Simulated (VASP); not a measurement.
NbTe, 2 atoms in the cell. Symmetry: Pm-3m, No. 221, cubic system. Conventional cell: a = 3.426 Å, b = 3.426 Å, c = 3.426 Å, α = 90.00°, β = 90.00°, γ = 90.00°. Within 3.9 Å of Nb (site symmetry m-3m) lie 8 Te at 2.97 Å and 6 Nb at 3.43 Å. Within 3.9 Å of Te (site symmetry m-3m) lie 8 Nb at 2.97 Å and 6 Te at 3.43 Å. 

| Property | Result |
| --- | --- |
| Program | VASP 6.6.1 |
| Task | single point |
| Functional | PBE |
| Potentials or basis | VASP PAW PBE potentials, release 64 (Nb_sv, Te) |
| Cutoff | 520 eV |
| k mesh | 8 × 8 × 8 |
| Occupations | gaussian, width 0.025 eV |
| Spin | no spin polarisation |
| Dipole correction | no |
| Further INCAR settings | ALGO = Normal; EDIFF = 1e-07; NBANDS = 16 |

Potentials or basis: VASP PAW PBE potentials, release 64 (Nb_sv, Te).

Command:

```bash
$ cat potpaw_PBE.64/Nb_sv/POTCAR potpaw_PBE.64/Te/POTCAR > POTCAR
$ mpirun -np 1 vasp_std > vasp.out
```

Hardware: 1 thread of Intel Xeon 6975P-C, with other jobs on the host.

**Question.** Estimate the wall time of this run.

**Answer.** Wall time 16 s on 1 thread of Intel Xeon 6975P-C, on a shared host, peak memory 0.17 GiB. Counts: scf iterations 14, k points 35.
